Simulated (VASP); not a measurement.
TePb, 2 atoms in the cell. The structure is cubic, space group Fm-3m (No. 225). Conventional cell: a = 6.398 Å, b = 6.398 Å, c = 6.398 Å, α = 90.00°, β = 90.00°, γ = 90.00°. Within 4.2 Å of Te (site symmetry m-3m) lie 6 Pb at 3.20 Å. Pb (site symmetry m-3m) has 6 Te at 3.20 Å within 4.2 Å. 

* Program: VASP 6.6.1
* Task: single point
* Functional: PBEsol
* Potentials or basis: VASP PAW PBE potentials, release 64 (Te, Pb_d)
* Cutoff: 520 eV
* k mesh: 8 × 8 × 8
* Occupations: gaussian, width 0.01 eV
* Spin: no spin polarisation
* Dipole correction: no
* Further INCAR settings: ALGO = Normal; EDIFF = 1e-06; NBANDS = 17

Potentials or basis: VASP PAW PBE potentials, release 64 (Te, Pb_d).

Launch:

```console
$ cat potpaw_PBE.64/Te/POTCAR potpaw_PBE.64/Pb_d/POTCAR > POTCAR
$ mpirun -np 1 vasp_std > vasp.out
```

Hardware: 1 thread of Intel Xeon 8259CL (shared host).

Task: How long does it take, and how much memory?

Result: It took 52 s on 1 thread of Intel Xeon 8259CL (shared host), peak memory 0.22 GiB. Counts: scf iterations 12, k points 29.
